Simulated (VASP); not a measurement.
Here is a VASP 6.6.1 calculation.

Contents of INCAR:

```
SYSTEM = AlHCl4
PREC = Accurate
ENCUT = 520
EDIFF = 1E-6
ISMEAR = 0
SIGMA = 0.1
LREAL = .False.
LASPH = .True.
NELM = 100
ALGO = Normal
ISIF = 2
LWAVE = .False.
LCHARG = .False.
GGA = PE
NBANDS = 25
```

Contents of KPOINTS:

```
regular mesh
0
Gamma
  8 8 6
  0 0 0
```

The input POSCAR:

```
AlHCl4
1.0
    4.7567133790      0.0000000000      0.0000000000
    0.0000000000      4.7567133790      0.0000000000
    0.0000000000      0.0000000000      7.8160491450
Al H Cl
1 1 4
Direct
    0.0000000000      0.0000000000      0.0000000000
    0.5000000000      0.5000000000      0.5000000000
    0.5000000000      0.0000000000      0.0000000000
    0.0000000000      0.5000000000      0.0000000000
    0.0000000000      0.0000000000      0.2832771131
    0.0000000000      0.0000000000      0.7167228869
```

Potentials or basis: VASP PAW PBE potentials, release 64 (Al, H, Cl).

Run with:

```console
$ cat potpaw_PBE.64/Al/POTCAR potpaw_PBE.64/H/POTCAR potpaw_PBE.64/Cl/POTCAR > POTCAR
$ mpirun -np 1 vasp_std > vasp.out
```

(1) Predict the largest force.

(2) Estimate the pressure.

(3) What does it give for the band gap on the k mesh?

## Answers

(1) 0.029 eV/Å.

(2) -0.1 GPa.

(3) zero (band 16 reaches -1.71 eV, above the bottom of band 17 at -1.92 eV).
